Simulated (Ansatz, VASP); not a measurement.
## C: VASP beside Ansatz

The input POSCAR:

```
C
1.0
    1.2331880000      0.7119810000      8.2826150000
   -1.2331880000      0.7119810000      8.2826150000
    0.0000000000     -1.4239630000      8.2826150000
C
4
Direct
    0.9128270000      0.9128270000      0.9128270000
    0.2461500000      0.2461500000      0.2461500000
    0.7538500000      0.7538500000      0.7538500000
    0.0871730000      0.0871730000      0.0871730000
```

Contents of INCAR.step1:

```
PREC = Accurate
ENCUT = 520
ISMEAR = -1
SIGMA = 0.1
LREAL = F
LASPH = T
NELM = 100
NBANDS = 16
GGA = PE
ALGO = Normal
EDIFF = 1E-4
LWAVE = T
LCHARG = F
```

Contents of INCAR.step2:

```
PREC = Accurate
ENCUT = 520
EDIFF = 1E-6
ISMEAR = -1
SIGMA = 0.1
LREAL = F
LASPH = T
NELM = 100
ALGO = Normal
ISIF = 2
LWAVE = F
LCHARG = T
METAGGA = R2SCAN
LMIXTAU = T
LELF = T
LVHAR = T
NBANDS = 16
ISTART = 1
```

File KPOINTS:

```
regular mesh
0
Gamma
  5 5 5
```

Input for Ansatz:

```yaml
crystal:
  lattice:
    - [1.233188, 0.711981, 8.282615]
    - [-1.233188, 0.711981, 8.282615]
    - [0.0, -1.423963, 8.282615]
  atoms:
    - { symbol: C, position: [0.9128270000000002, 0.912827, 0.9128270000000002] }
    - { symbol: C, position: [0.24615000000000004, 0.24615, 0.24615000000000004] }
    - { symbol: C, position: [0.75385, 0.75385, 0.75385] }
    - { symbol: C, position: [0.087173, 0.087173, 0.087173] }
kpoints:
  mp_grid:
    grid: [5, 5, 5]
hamiltonian:
  xc: r2scan
scf:
  occupations:
    method: fermi_dirac
    width: 0.1
output:
  stress: true
```

Alike in both runs: task single point; functional r2SCAN; k mesh 5 × 5 × 5; occupations fermi-dirac, width 0.1 eV; no spin polarisation.

```csv
,VASP,Ansatz
version,VASP 6.6.1,Ansatz 0.2.0
potentials or method,"VASP PAW PBE potentials, release 64 (C)","plane waves, PAW"
plane-wave cutoff (eV),520,500
valence electrons in the cell,16,16
```

|  | VASP | Ansatz | Ansatz less VASP |
| --- | --- | --- | --- |
| pressure (GPa) | -2.3 | -2.9 | -0.55 |
| traceless stress, the component that is largest in VASP (GPa) | 1.62 | 2.25 | +0.625 |

VASP's potentials were made for PBE, not for r2SCAN.

The k mesh is coarse, so the values compare programs but aren't converged.
